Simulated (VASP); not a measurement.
# HfSiO4 (I4_1/amd) in VASP: single point with PBE

Aim: the single point of HfSiO4 with PBE.

Program: VASP 6.6.1. These are calculated values, not measurements. Logs are shortened: lines on timing, memory, paths and dates and some standing lists are left out, and cuts for length are marked.

## (1) The cell of the first run

It takes space group I4_1/amd (No. 141, tetragonal). Conventional cell: a = 6.647 Å, b = 6.647 Å, c = 6.015 Å, α = 90.00°, β = 90.00°, γ = 90.00°. Hf (site symmetry -4m2) has 8 O at 2.14 to 2.28 Å within 2.8 Å. Si (site symmetry -4m2) has 4 O at 1.64 Å within 2.2 Å. Within 2.3 Å of O (site symmetry m) lie 1 Si at 1.64 Å and 2 Hf at 2.14 to 2.28 Å.

## (2) Single point, PBE

Contents of INCAR:

```
PREC = Accurate ; ENCUT = 520
EDIFF = 1E-6 ; ISMEAR = 0
SIGMA = 0.01 ; LREAL = False
LASPH = True ; NELM = 60
ALGO = Normal ; ISIF = 2
LWAVE = False ; LCHARG = False
GGA = PE ; NBANDS = 50
```

Contents of KPOINTS:

```
Automatic mesh
0
Gamma
  6 6 6
```

Contents of POSCAR:

```
HfSiO4
1.0
   -3.3232639624      3.3232639624      3.0073674819
    3.3232639624     -3.3232639624      3.0073674819
    3.3232639624      3.3232639624     -3.0073674819
Hf Si O
2 2 8
Direct
    0.0000000000      0.0000000000      0.0000000000
    0.7500000000      0.2500000000      0.5000000000
    0.2500000000      0.7500000000      0.5000000000
    0.5000000000      0.5000000000      0.0000000000
    0.1347300109      0.3189105049      0.8158195061
    0.0689105049      0.7530909988      0.6841804939
    0.0689105049      0.3847300109      0.3158195061
    0.5030909988      0.3189105049      0.1841804939
    0.6810894951      0.4969090012      0.8158195061
    0.6152699891      0.9310894951      0.6841804939
    0.2469090012      0.9310894951      0.3158195061
    0.6810894951      0.8652699891      0.1841804939
```

Potentials or basis: VASP PAW PBE potentials, release 64 (Hf_pv, Si, O).

Command:

```bash
cat potpaw_PBE.64/Hf_pv/POTCAR potpaw_PBE.64/Si/POTCAR potpaw_PBE.64/O/POTCAR > POTCAR
mpirun -np 1 vasp_std > vasp.out
```

OUTCAR:

```text
PREC = Accurate
   ENCUT = 520
   EDIFF = 1E-6
   ISMEAR = 0
   LREAL = False
   LASPH = True
   NELM = 60
   ISIF = 2
   GGA = PE

 ion  position               nearest neighbor table
   1  0.000  0.000  0.000-   7 2.14  10 2.14   6 2.14  11 2.14   5 2.28  12 2.28   8 2.28   9 2.28
                             4 3.01   4 3.01   2 3.65   2 3.65   2 3.65   2 3.65
   2  0.750  0.250  0.500-   5 2.14  12 2.14   9 2.14   8 2.14  10 2.28   7 2.28   6 2.28  11 2.28
                             3 3.01   3 3.01   1 3.65   1 3.65   1 3.65   1 3.65
   3  0.250  0.750  0.500-   6 1.64  11 1.64  10 1.64   7 1.64   2 3.01   2 3.01
   4  0.500  0.500  0.000-   8 1.64   9 1.64   5 1.64  12 1.64   1 3.01   1 3.01
   5  0.135  0.319  0.816-   4 1.64   2 2.14   1 2.28
   6  0.069  0.753  0.684-   3 1.64   1 2.14   2 2.28
   7  0.069  0.385  0.316-   3 1.64   1 2.14   2 2.28
   8  0.503  0.319  0.184-   4 1.64   2 2.14   1 2.28
   9  0.681  0.497  0.816-   4 1.64   2 2.14   1 2.28
  10  0.615  0.931  0.684-   3 1.64   1 2.14   2 2.28
  11  0.247  0.931  0.316-   3 1.64   1 2.14   2 2.28
  12  0.681  0.865  0.184-   4 1.64   2 2.14   1 2.28

  LATTYP: Found a body centered tetragonal cell.
 ALAT       =     6.6465279248
 C/A-ratio  =     0.9049439093

  Lattice vectors:

 A1 = (  -3.3232639624,   3.3232639624,   3.0073674819)
 A2 = (   3.3232639624,  -3.3232639624,   3.0073674819)
 A3 = (   3.3232639624,   3.3232639624,  -3.0073674819)

Analysis of symmetry for initial positions (statically):
=====================================================================
 Subroutine PRICEL returns:
 Original cell was already a primitive cell.

 Routine SETGRP: Setting up the symmetry group for a
 body centered tetragonal supercell.

 Subroutine GETGRP returns: Found 16 space group operations
 (whereof  8 operations were pure point group operations)
 out of a pool of 16 trial point group operations.

The static configuration has the point symmetry D_2d.
 The point group associated with its full space group is D_4h.

Analysis of symmetry for dynamics (positions and initial velocities):
=====================================================================
 Subroutine PRICEL returns:
 Original cell was already a primitive cell.

 Routine SETGRP: Setting up the symmetry group for a
 body centered tetragonal supercell.

 Subroutine GETGRP returns: Found 16 space group operations
[... 134 lines left out ...]
   PSTRESS=    0.0 pullay stress
   NELECT =      76.0000    total number of electrons
   NUPDOWN=      -1.0000    fix difference up-down
   EMIN   =  10.00;   EMAX   =-10.00  energy-range for DOS
   EFERMI =   0.00;   METHOD = LEGACY
   ISMEAR =     0;   SIGMA  =   0.01  broadening in eV -4-tet -1-fermi 0-gaus
   EFERMI_NEDOS =   21; number of points for ismear=-14 and -15
   IALGO  =     38    algorithm
   IMIX   =      4    mixing-type and parameters
     AMIX     =   0.40;   BMIX     =  1.00
     AMIX_MAG =   1.60;   BMIX_MAG =  1.00
  volume/ion in A,a.u.               =      11.07        74.71
  Fermi-wavevector in a.u.,A,eV,Ry     =   1.359004  2.568145 25.128478  1.846891
  Thomas-Fermi vector in A             =   2.485789
   LORBIT       =      0    0 simple, 1 ext, 2 COOP (PROOUT), +10 PAW based schemes
   GGA     = PE    functional components
   LHFCALC =     F    Hartree Fock is set to
   AEXX    =    0.0000 exact exchange contribution
   IVDW    =     0    specifies the selected vdW correction
   LEPSILON=     F    determine dielectric tensor
   LRPA    =     F    only Hartree local field effects (RPA)
 non-spin polarized calculation
 Gauss-broadening in eV      SIGMA  =   0.01
  energy-cutoff  :      520.00
  volume of cell :      132.85
 maximum number of plane-waves:      3599
 NGX is ok and might be reduce to    42
   NGX = 21   NGY = 21   NGZ = 21

 number of electron      76.0000017 magnetization

 Free energy of the ion-electron system (eV)
  ---------------------------------------------------
  ext. energy  EPLUGINS =         0.00000000
  ---------------------------------------------------
  free energy    TOTEN  =      -108.65767926 eV

  energy without entropy =     -108.65767926  energy(sigma->0) =     -108.65767926

 E-fermi :   3.1645     XC(G=0): -10.9371

 val. band max:        3.0519147559   @ k =   0.0000   0.0000   0.0000
 cond. band min:       8.3201996305   @ k =   0.3333   0.3333   0.1667
 fundamental gap:      5.2682848746
 Fermi energy:         3.1644792731

 k-point     1 :       0.0000    0.0000    0.0000
  band No.  band energies     occupation
      1     -26.4154      2.00000
      2     -26.4154      2.00000
      3     -26.3555      2.00000
      4     -26.3464      2.00000
      5     -26.2609      2.00000
      6     -26.2609      2.00000
[... 1261 lines left out ...]
     49      11.6045      0.00000
     50      12.5507      0.00000

 [... further k-points ...]

------------------------ aborting loop because EDIFF is reached ----------------------------------------

  FORCE on cell =-STRESS in cart. coord.  units (eV):
  Direction    XX          YY          ZZ          XY          YZ          ZX
  --------------------------------------------------------------------------------------
  -------------------------------------------------------------------------------------
  Total       -1.4864004     -1.4864004     -1.2061652      0.0000000      0.0000000      0.0000000
  in kB      -17.9254567    -17.9254567    -14.5459203      0.0000000      0.0000000      0.0000000
  external PRESSURE =     -16.7989446 kB  Pullay stress =       0.0000000 kB

 VOLUME and BASIS-vectors are now :
 -----------------------------------------------------------------------------
  energy-cutoff  :      520.00
  volume of cell :      132.85
      direct lattice vectors                 reciprocal lattice vectors
    -3.323263962  3.323263962  3.007367482     0.000000000  0.150454495  0.166258365
     3.323263962 -3.323263962  3.007367482     0.150454495  0.000000000  0.166258365
     3.323263962  3.323263962 -3.007367482     0.150454495  0.150454495  0.000000000

 POSITION                                       TOTAL-FORCE (eV/Angst)
 -----------------------------------------------------------------------------------
      0.00000      0.00000      0.00000         0.000000     -0.000000     -0.000000
      0.00000      3.32326      1.50368         0.000000     -0.000000     -0.000000
      3.32326      0.00000      1.50368         0.000000     -0.000000     -0.000000
      0.00000      0.00000      3.00737         0.000000     -0.000000     -0.000000
      3.32326      2.09910     -1.08921         0.000000     -0.125473     -0.131614
      4.54742      0.00000      0.41448         0.125473     -0.000000     -0.131614
      2.09910      0.00000      0.41448        -0.125473     -0.000000     -0.131614
      0.00000      1.22416      1.91816         0.000000      0.125473     -0.131614
      2.09910      3.32326      1.08921        -0.125473     -0.000000      0.131614
      3.32326      1.22416      2.59289        -0.000000      0.125473      0.131614
      3.32326     -1.22416      2.59289         0.000000     -0.125473      0.131614
      1.22416     -0.00000      4.09657         0.125473     -0.000000      0.131614
 -----------------------------------------------------------------------------------
    total drift:                               -0.000000      0.000000     -0.000000

  FREE ENERGIE OF THE ION-ELECTRON SYSTEM (eV)
  ---------------------------------------------------
  free  energy   TOTEN  =      -108.6576792575 eV

  energy  without entropy=     -108.6576792575  energy(sigma->0) =     -108.65767926
```

OSZICAR:

```text
N       E                     dE             d eps       ncg     rms          rms(c)
DAV:   1     0.461322592265E+03    0.46132E+03   -0.42340E+04  3008   0.148E+03
DAV:   2    -0.954576955663E+02   -0.55678E+03   -0.53899E+03  3624   0.367E+02
DAV:   3    -0.125305723441E+03   -0.29848E+02   -0.29701E+02  3640   0.821E+01
DAV:   4    -0.125692615397E+03   -0.38689E+00   -0.38622E+00  3880   0.102E+01
DAV:   5    -0.125697629869E+03   -0.50145E-02   -0.50121E-02  3756   0.109E+00    0.675E+01
DAV:   6    -0.108736553375E+03    0.16961E+02   -0.68748E+01  3450   0.370E+01    0.556E+01
DAV:   7    -0.108686939830E+03    0.49614E-01   -0.34172E+00  3814   0.842E+00    0.398E+01
DAV:   8    -0.108714417882E+03   -0.27478E-01   -0.71308E-01  3736   0.482E+00    0.117E+01
DAV:   9    -0.108657181981E+03    0.57236E-01   -0.25642E-01  3468   0.251E+00    0.266E+00
DAV:  10    -0.108657688780E+03   -0.50680E-03   -0.12144E-02  3812   0.581E-01    0.532E-01
DAV:  11    -0.108657523202E+03    0.16558E-03   -0.11859E-03  3616   0.174E-01    0.225E-01
DAV:  12    -0.108657649745E+03   -0.12654E-03   -0.16255E-04  3712   0.603E-02    0.547E-02
DAV:  13    -0.108657678813E+03   -0.29068E-04   -0.32256E-05  3800   0.295E-02    0.508E-02
DAV:  14    -0.108657679257E+03   -0.44476E-06   -0.17854E-06  2752   0.686E-03
   1 F= -.10865768E+03 E0= -.10865768E+03  d E =-.244632E-59
```

Run time: 4.5 min. Hardware: 1 thread of Intel Xeon Platinum 8488C (Sapphire Rapids), shared host; peak memory 0.33 GiB.

What came out:

```yaml
Free_energy: -108.6577 eV
Pressure: -1.7 GPa
Largest_force: 0.182 eV/Å
Band_gap_on_the_k_mesh: 5.27 eV (least direct gap 5.59 eV)
```

Forces in eV/Å, atoms in the order of the input:
```
Hf   0.000  0.000  0.000
Hf   0.000  0.000  0.000
Si   0.000  0.000  0.000
Si   0.000  0.000  0.000
O    0.000 -0.125 -0.132
O    0.125  0.000 -0.132
O   -0.125  0.000 -0.132
O    0.000  0.125 -0.132
O   -0.125  0.000  0.132
O    0.000  0.125  0.132
O    0.000 -0.125  0.132
O    0.125  0.000  0.132
```

Stress tensor (GPa, compression positive):
```
-1.79  0.00  0.00
 0.00 -1.79  0.00
 0.00  0.00 -1.45
```

Levels at points of the mesh, in eV from the valence-band top:
```
           k point  band 34  band 35  band 36  band 37  band 38  band 39  band 40  band 41  band 42  band 43
(0.00, 0.00, 0.00)    -0.69    -0.60    -0.60    -0.53     0.00     5.60     5.91     5.96     6.04     6.04
(0.50, 0.00, 0.00)    -1.11    -0.95    -0.80    -0.24    -0.22     5.50     5.66     6.39     6.54     6.65
(0.50, 0.50, 0.00)    -0.97    -0.89    -0.89    -0.58    -0.58     5.28     5.28     6.34     6.34     6.35
(0.50, 0.50, 0.50)    -1.29    -1.07    -1.07    -0.89    -0.89     6.06     6.06     6.37     6.37     6.53
```

Caveat: spin-orbit coupling is left out, which moves the levels of the heavy elements.
